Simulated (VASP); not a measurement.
Set up this calculation in VASP 6.6.1, as the native input.

```yaml
Task: single point
Functional: PBE
Potentials_or_basis: VASP PAW PBE potentials, release 64 (Mg, Sb, Br)
Cutoff: 520 eV
k_mesh: 4 × 4 × 4
Occupations: gaussian, width 0.1 eV
Spin: no spin polarisation
Dipole_correction: no
Further_INCAR_settings: ALGO = Normal; EDIFF = 1e-07; NBANDS = 25
```

The structure of Mg3SbBr3 lies in POSCAR:

```
Mg3SbBr3
1.0
    5.7150889100      0.0000000000      0.0000000000
    0.0000000000      5.7150889100      0.0000000000
    0.0000000000      0.0000000000      5.7150889100
Mg Sb Br
3 1 3
Direct
    0.5000000000      0.5000000000      0.0000000000
    0.0000000000      0.5000000000      0.5000000000
    0.5000000000      0.0000000000      0.5000000000
    0.5000000000      0.5000000000      0.5000000000
    0.5000000000      0.0000000000      0.0000000000
    0.0000000000      0.5000000000      0.0000000000
    0.0000000000      0.0000000000      0.5000000000
```

One way to write it, as run:

INCAR

```
SYSTEM = Mg3SbBr3
PREC = Accurate
ENCUT = 520
EDIFF = 1E-7
ISMEAR = 0
SIGMA = 0.1
LREAL = .False.
LASPH = .True.
NELM = 100
ALGO = Normal
ISIF = 2
LWAVE = .False.
LCHARG = .True.
GGA = PE
LELF = .True.
LVHAR = .True.
NBANDS = 25
```

KPOINTS

```
Automatic mesh
0
Gamma
  4 4 4
  0 0 0
```

Potentials or basis: VASP PAW PBE potentials, release 64 (Mg, Sb, Br).

The run is started by

```console
$ cat potpaw_PBE.64/Mg/POTCAR potpaw_PBE.64/Sb/POTCAR potpaw_PBE.64/Br/POTCAR > POTCAR
$ mpirun -np 1 vasp_std > vasp.out
```

It gave:

* Pressure: 0.0 GPa
* Band gap on the k mesh: 0.92 eV, indirect (least direct gap 1.04 eV)

Caveat: spin-orbit coupling is left out, which moves the levels of the heavy elements.

Wall time 36 s on 1 thread of AMD EPYC 9R45 96-Core Processor (Zen 5) (shared host), peak memory 0.31 GiB.
